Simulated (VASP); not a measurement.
# Ag2HCl2 in VASP: a series of runs, part 2 of 2

VASP 6.6.1. The steps go on from the part before.

### Step 3. Single point, PBE+D3(BJ), collinear spin, ferromagnetic start

The input, INCAR:

```
SYSTEM = Ag2HCl2
PREC = Accurate
ENCUT = 520
EDIFF = 1E-7
ISMEAR = 0
SIGMA = 0.05
LREAL = .False.
LASPH = .True.
NELM = 150
ALGO = Normal
ISIF = 2
LWAVE = .False.
LCHARG = .False.
ISPIN = 2
MAGMOM = 0 0 0 0 1
LORBIT = 11
LMAXMIX = 4
LDIPOL = .True.
IDIPOL = 3
DIPOL = 0.5 0.5 0.315
GGA = PE
IVDW = 12
NBANDS = 30
```

The input, KPOINTS:

```
Automatic mesh
0
Gamma
  7 7 1
  0 0 0
```

The input, POSCAR:

```
Ag2HCl2
1.0
    3.8966246593      0.0000000000      0.0000000000
    0.0000000000      3.8966246593      0.0000000000
    0.0000000000      0.0000000000     20.1478735173
Ag Cl H
2 2 1
Direct
    0.0000000000      0.0000000000      0.1985321179
    0.5000000000      0.5000000000      0.3337564577
    0.5000000000      0.5000000000      0.1985321179
    0.0000000000      0.0000000000      0.3398807081
    0.0000000000      0.1250000000      0.5036697053
```

Potentials or basis: VASP PAW PBE potentials, release 64 (Ag, Cl, H).

Command:

```console
cat potpaw_PBE.64/Ag/POTCAR potpaw_PBE.64/Cl/POTCAR potpaw_PBE.64/H/POTCAR > POTCAR
mpirun -np 1 vasp_std > vasp.out
```

OUTCAR:

```text
SYSTEM = Ag2HCl2
   PREC = Accurate
   ENCUT = 520
   EDIFF = 1E-7
   ISMEAR = 0
   LREAL = .False.
   LASPH = .True.
   NELM = 150
   ISIF = 2
   ISPIN = 2
   LORBIT = 11
   GGA = PE
   IVDW = 12
 IVDW          = 12

 ion  position               nearest neighbor table
   1  0.000  0.000  0.199-   3 2.76   3 2.76   3 2.76   3 2.76   4 2.85
   2  0.500  0.500  0.334-   3 2.72   4 2.76   4 2.76   4 2.76   4 2.76
   3  0.500  0.500  0.199-   2 2.72   1 2.76   1 2.76   1 2.76   1 2.76
   4  0.000  0.000  0.340-   2 2.76   2 2.76   2 2.76   2 2.76   1 2.85
   5  0.000  0.125  0.504-

  LATTYP: Found a simple tetragonal cell.
 ALAT       =     3.8966246593
 C/A-ratio  =     5.1705964210

  Lattice vectors:

 A1 = (   3.8966246593,   0.0000000000,   0.0000000000)
 A2 = (   0.0000000000,   3.8966246593,   0.0000000000)
 A3 = (   0.0000000000,   0.0000000000,  20.1478735173)

Analysis of symmetry for initial positions (statically):
=====================================================================
 Subroutine PRICEL returns:
 Original cell was already a primitive cell.

 Routine SETGRP: Setting up the symmetry group for a
 simple tetragonal supercell.

 Subroutine GETGRP returns: Found  2 space group operations
 (whereof  2 operations were pure point group operations)
 out of a pool of 16 trial point group operations.

The static configuration has the point symmetry C_1h.

Analysis of symmetry for dynamics (positions and initial velocities):
=====================================================================
 Subroutine PRICEL returns:
 Original cell was already a primitive cell.

 Routine SETGRP: Setting up the symmetry group for a
 simple tetragonal supercell.

 Subroutine GETGRP returns: Found  2 space group operations
 (whereof  2 operations were pure point group operations)
 out of a pool of 16 trial point group operations.

The dynamic configuration has the point symmetry C_1h.

Analysis of structural, dynamic, and magnetic symmetry:
=====================================================================
 Subroutine PRICEL returns:
 Original cell was already a primitive cell.

 Routine SETGRP: Setting up the symmetry group for a
 simple tetragonal supercell.

 Subroutine GETGRP returns: Found  2 space group operations
 (whereof  2 operations were pure point group operations)
 out of a pool of 16 trial point group operations.

The overall configuration has the point symmetry C_1h.

 Subroutine INISYM returns: Found  2 space group operations
 (whereof  2 operations are pure point group operations),
 and found     1 'primitive' translations

----------------------------------------------------------------------------------------

                                     Primitive cell

  volume of cell :     305.9189

  direct lattice vectors                    reciprocal lattice vectors
     3.896624659  0.000000000  0.000000000     0.256632365  0.000000000  0.000000000
     0.000000000  3.896624659  0.000000000     0.000000000  0.256632365  0.000000000
     0.000000000  0.000000000 20.147873517     0.000000000  0.000000000  0.049633029

  length of vectors
     3.896624659  3.896624659 20.147873517     0.256632365  0.256632365  0.049633029

  position of ions in fractional coordinates (direct lattice)
     0.000000000  0.000000000  0.198532118
     0.500000000  0.500000000  0.333756458
[... 85 lines left out ...]
   NELECT =      37.0000    total number of electrons
   NUPDOWN=      -1.0000    fix difference up-down
   EMIN   =  10.00;   EMAX   =-10.00  energy-range for DOS
   EFERMI =   0.00;   METHOD = LEGACY
   ISMEAR =     0;   SIGMA  =   0.05  broadening in eV -4-tet -1-fermi 0-gaus
   EFERMI_NEDOS =   21; number of points for ismear=-14 and -15
   IALGO  =     38    algorithm
   IMIX   =      4    mixing-type and parameters
     AMIX     =   0.40;   BMIX     =  1.00
     AMIX_MAG =   1.60;   BMIX_MAG =  1.00
  volume/ion in A,a.u.               =      61.18       412.89
  Fermi-wavevector in a.u.,A,eV,Ry     =   0.809605  1.529932  8.918082  0.655461
  Thomas-Fermi vector in A             =   1.918627
   LORBIT       =     11    0 simple, 1 ext, 2 COOP (PROOUT), +10 PAW based schemes
   GGA     = PE    functional components
   LHFCALC =     F    Hartree Fock is set to
   AEXX    =    0.0000 exact exchange contribution
   IVDW    =    12    specifies the selected vdW correction
   LEPSILON=     F    determine dielectric tensor
   LRPA    =     F    only Hartree local field effects (RPA)
 spin polarized calculation
 Gauss-broadening in eV      SIGMA  =   0.05
  energy-cutoff  :      520.00
  volume of cell :      305.92
 maximum number of plane-waves:      8267
 NGX is ok and might be reduce to    30
   NGX = 15   NGY = 15   NGZ = 75

 dipolmoment           0.000000      0.000000     -0.000009 electrons x Angstroem

 number of electron      37.0000009 magnetization       1.0000000

 dipolmoment           0.000000      0.000000      0.038590 electrons x Angstroem

 Free energy of the ion-electron system (eV)
  ---------------------------------------------------
  ext. energy  EPLUGINS =         0.00000000
  ---------------------------------------------------
  free energy    TOTEN  =       -11.71679607 eV

  energy without entropy =      -11.71679607  energy(sigma->0) =      -11.71679607

 E-fermi :  -2.4318     XC(G=0):  -3.6260

 val. band max:       -2.7286573978   @ k =   0.4286   0.0000   0.0000
 cond. band min:      -1.6115552868   @ k =   0.0000   0.0000   0.0000
 fundamental gap:      1.1171021110
 Fermi energy:        -2.4317989834

 spin component 1

 k-point     1 :       0.0000    0.0000    0.0000
  band No.  band energies     occupation
      1     -17.7195      1.00000
      2     -17.3555      1.00000
      3      -6.6572      1.00000
      4      -6.0166      1.00000
      5      -5.7079      1.00000
      6      -5.7079      1.00000
[... 517 lines left out ...]
     29       5.8536      0.00000
     30       6.1599      0.00000
 Fermi energy:        -2.4317989834

 spin component 2

 k-point     1 :       0.0000    0.0000    0.0000
  band No.  band energies     occupation
      1     -17.7181      1.00000
      2     -17.3481      1.00000
      3      -6.6480      1.00000
      4      -5.9659      1.00000
      5      -5.7067      1.00000
      6      -5.7067      1.00000
[... 517 lines left out ...]
     29       6.3136      0.00000
     30       6.4472      0.00000

------------------------ aborting loop because EDIFF is reached ----------------------------------------

 vacuum level on the upper side and lower side of the slab       (xc-potential included)         0.193        -0.230

 Edisp (eV)   -0.89221

 E8    (eV) :    -0.3713

  FORCE on cell =-STRESS in cart. coord.  units (eV):
  Direction    XX          YY          ZZ          XY          YZ          ZX
  --------------------------------------------------------------------------------------
  -------------------------------------------------------------------------------------
  Total      -1.83258    -1.82919    -0.09444     0.00000     0.01363     0.00000
  in kB      -9.59773    -9.57993    -0.49460     0.00000     0.07139     0.00000
  external pressure =       -6.56 kB  Pullay stress =        0.00 kB

 VOLUME and BASIS-vectors are now :
 -----------------------------------------------------------------------------
  energy-cutoff  :      520.00
  volume of cell :      305.92
      direct lattice vectors                 reciprocal lattice vectors
     3.896624659  0.000000000  0.000000000     0.256632365  0.000000000  0.000000000
     0.000000000  3.896624659  0.000000000     0.000000000  0.256632365  0.000000000
     0.000000000  0.000000000 20.147873517     0.000000000  0.000000000  0.049633029

 POSITION                                       TOTAL-FORCE (eV/Angst)
 -----------------------------------------------------------------------------------
      0.00000      0.00000      4.00000         0.000000     -0.000093      0.258739
      1.94831      1.94831      6.72448         0.000000     -0.000917      0.013289
      1.94831      1.94831      4.00000         0.000000     -0.000114     -0.264238
      0.00000      0.00000      6.84787         0.000000     -0.002808      0.008153
      0.00000      0.48708     10.14787         0.000000      0.003932     -0.015942
 -----------------------------------------------------------------------------------
    total drift:                                0.000000     -0.000027      0.000135

  FREE ENERGIE OF THE ION-ELECTRON SYSTEM (eV)
  ---------------------------------------------------
  free  energy   TOTEN  =       -12.6090019718 eV

  energy  without entropy=      -12.6090019718  energy(sigma->0) =      -12.60900197

 vacuum level on the upper side and lower side of the slab         2.860         2.409

 total charge

# of ion       s       p       d       tot
------------------------------------------
    1        0.192   0.121   9.369   9.682
    2        0.195   0.129   9.369   9.693
    3        1.600   3.473   0.000   5.074
    4        1.600   3.472   0.000   5.072
    5        0.380   0.000   0.000   0.380
--------------------------------------------------
tot          3.967   7.196  18.738  29.901

 magnetization (x)

# of ion       s       p       d       tot
------------------------------------------
    1        0.000   0.000   0.000   0.001
    2       -0.000  -0.000   0.001   0.001
    3        0.000   0.000   0.000   0.000
    4        0.001   0.006   0.000   0.007
    5        0.379   0.000   0.000   0.379
--------------------------------------------------
tot          0.380   0.007   0.001   0.388
```

It took 11 min on 1 thread of Oxide Virtual Turin-like, shared host; peak memory 0.54 GiB.

Results:

```
Free energy                                           : -12.6090 eV
Largest force                                         : 0.264 eV/Å
Band gap on the k mesh                                : 1.12 eV, indirect (least direct gap 2.54 eV)
Net moment                                            : 1.00 μB per cell
Site moments                                          : Ag +0.00; Cl +0.00, +0.01; H +0.38 μB
Valence electrons inside the program's atomic spheres : Ag 9.68, 9.69; Cl 5.07; H 0.38
Dispersion energy per atom                            : -0.178 eV
```

Forces in eV/Å, atoms in the order of the input:
```
Ag   0.000  0.000  0.259
Ag   0.000 -0.001  0.013
Cl   0.000  0.000 -0.264
Cl   0.000 -0.003  0.008
H    0.000  0.004 -0.016
```

Levels at points of the mesh, in eV from the valence-band top:
Spin up:
| k point | band 16 | band 17 | band 18 | band 19 | band 20 | band 21 | band 22 | band 23 |
| --- | --- | --- | --- | --- | --- | --- | --- | --- |
| (0.00, 0.00, 0.00) | -2.04 | -1.91 | -1.91 | -1.42 | 1.20 | 2.28 | 4.76 | 5.27 |
Spin down:
| k point | band 14 | band 15 | band 16 | band 17 | band 18 | band 19 | band 20 | band 21 | band 22 | band 23 |
| --- | --- | --- | --- | --- | --- | --- | --- | --- | --- | --- |
| (0.00, 0.00, 0.00) | -2.31 | -2.19 | -1.91 | -1.91 | -1.44 | 1.12 | 2.19 | 3.91 | 4.79 | 5.82 |
